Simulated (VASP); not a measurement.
BaH4 (tetrahydride), 5 atoms in the cell. It takes space group I4/mmm (No. 139, tetragonal). Conventional cell: a = 3.170 Å, b = 3.170 Å, c = 6.879 Å, α = 90.00°, β = 90.00°, γ = 90.00°. Ba (site symmetry 4/mmm) has 16 H at 2.28 to 2.34 Å within 3.0 Å. Within 2.7 Å of H (site symmetry -4m2) lie 12 H at 2.06 to 2.65 Å and 4 Ba at 2.34 Å. H (site symmetry 4mm) has 1 H at 0.80 Å within 1.1 Å. 

```yaml
Program: VASP 6.6.1
Task: relaxation of volume and atoms at fixed shape
Functional: PBE
Potentials_or_basis: VASP PAW PBE potentials, release 64 (Ba_sv, H)
Cutoff: 600 eV
k_mesh: 12 × 12 × 12
Occupations: gaussian, width 0.05 eV
Spin: no spin polarisation
Target_pressure: 45 GPa
Dipole_correction: no
Further_INCAR_settings: ALGO = Normal; EDIFF = 1e-07; IBRION = 2; EDIFFG = -0.002; NSW = 100; ISIF = 8
```

Potentials or basis: VASP PAW PBE potentials, release 64 (Ba_sv, H).

The run is started by

```console
$ cat potpaw_PBE.64/Ba_sv/POTCAR potpaw_PBE.64/H/POTCAR > POTCAR
$ mpirun -np 1 vasp_std > vasp.out
```

Hardware: 1 thread of Intel(R) Xeon(R) Platinum 8259CL CPU @ 2.50GHz (Skylake/Cascade Lake), with other jobs on the host.

**Question.** How long does it take, and how much memory?

**Answer.** Run time: 4.5 min on 1 thread of Intel(R) Xeon(R) Platinum 8259CL CPU @ 2.50GHz (Skylake/Cascade Lake), with other jobs on the host, peak memory 0.27 GiB. Counts: scf iterations 47, k points 163, ion steps 5.
